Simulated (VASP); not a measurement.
Wanted: the native input for a VASP 6.6.1 run.

```
Task                   : single point
Functional             : r2SCAN
Potentials or basis    : VASP PAW PBE potentials, release 64 (O, Ba_sv, Hg)
Cutoff                 : 520 eV
k mesh                 : 4 × 4 × 4
Occupations            : fermi-dirac, width 0.1 eV
Spin                   : no spin polarisation
Dipole correction      : no
Further INCAR settings : ALGO = Normal; EDIFF = 1e-06; NBANDS = 51
```

BaHgO3:

```
CELL_PARAMETERS angstrom
0.04055 4.21137 4.23615
0.04055 -4.21137 4.23615
4.20757 0.00000 -4.23615
ATOMIC_POSITIONS crystal
O 0.72350 0.27650 0.00000
O 0.27650 0.72350 0.00000
O 0.19260 0.19260 0.44760
O 0.80740 0.80740 0.55240
O 0.28500 0.71500 0.50000
O 0.71500 0.28500 0.50000
Ba 0.25320 0.25320 0.00420
Ba 0.74680 0.74680 0.99580
Hg 0.50000 0.00000 0.50000
Hg 0.00000 0.50000 0.50000
```

One way to write it, as run:

POSCAR

```
BaHgO3
1.0
    0.0405500000      4.2113710000      4.2361500000
    0.0405500000     -4.2113710000      4.2361500000
    4.2075670000      0.0000000000     -4.2361500000
O Ba Hg
6 2 2
Direct
    0.7235000000      0.2765000000      0.0000000000
    0.2765000000      0.7235000000      0.0000000000
    0.1926000000      0.1926000000      0.4476000000
    0.8074000000      0.8074000000      0.5524000000
    0.2850000000      0.7150000000      0.5000000000
    0.7150000000      0.2850000000      0.5000000000
    0.2532000000      0.2532000000      0.0042000000
    0.7468000000      0.7468000000      0.9958000000
    0.5000000000      0.0000000000      0.5000000000
    0.0000000000      0.5000000000      0.5000000000
```

INCAR.step1

```
SYSTEM = BaHgO3
PREC = Accurate
ENCUT = 520
ISMEAR = -1
SIGMA = 0.1
LREAL = .False.
LASPH = .True.
NELM = 100
NBANDS = 51
GGA = PE
ALGO = Normal
EDIFF = 1E-4
LWAVE = .True.
LCHARG = .False.
```

INCAR.step2

```
SYSTEM = BaHgO3
PREC = Accurate
ENCUT = 520
EDIFF = 1E-6
ISMEAR = -1
SIGMA = 0.1
LREAL = .False.
LASPH = .True.
NELM = 100
ALGO = Normal
ISIF = 2
LWAVE = .False.
LCHARG = .False.
METAGGA = R2SCAN
LMIXTAU = .True.
NBANDS = 51
ISTART = 1
```

KPOINTS

```
Automatic mesh
0
Gamma
  4 4 4
  0 0 0
```

Potentials or basis: VASP PAW PBE potentials, release 64 (O, Ba_sv, Hg).

The run is started by

```console
$ cat potpaw_PBE.64/O/POTCAR potpaw_PBE.64/Ba_sv/POTCAR potpaw_PBE.64/Hg/POTCAR > POTCAR
$ cp INCAR.step1 INCAR
$ mpirun -np 1 vasp_std > vasp.out
$ cp INCAR.step2 INCAR
$ mpirun -np 1 vasp_std > vasp.out
```

It gave:

```
Pressure               : 3.1 GPa
Largest force          : 0.145 eV/Å
Band gap on the k mesh : zero (band 40 reaches 1.88 eV, above the bottom of band 41 at 1.12 eV)
```

Caveat: the k points lie up to 0.37 Å⁻¹ apart; the PAW data sets were made with another functional, which shifts forces and pressure a little; spin-orbit coupling is left out, which moves the levels of the heavy elements.

Run time: 23 min on 1 thread of AMD EPYC 9755 128-Core Processor, on a shared host, peak memory 0.42 GiB.
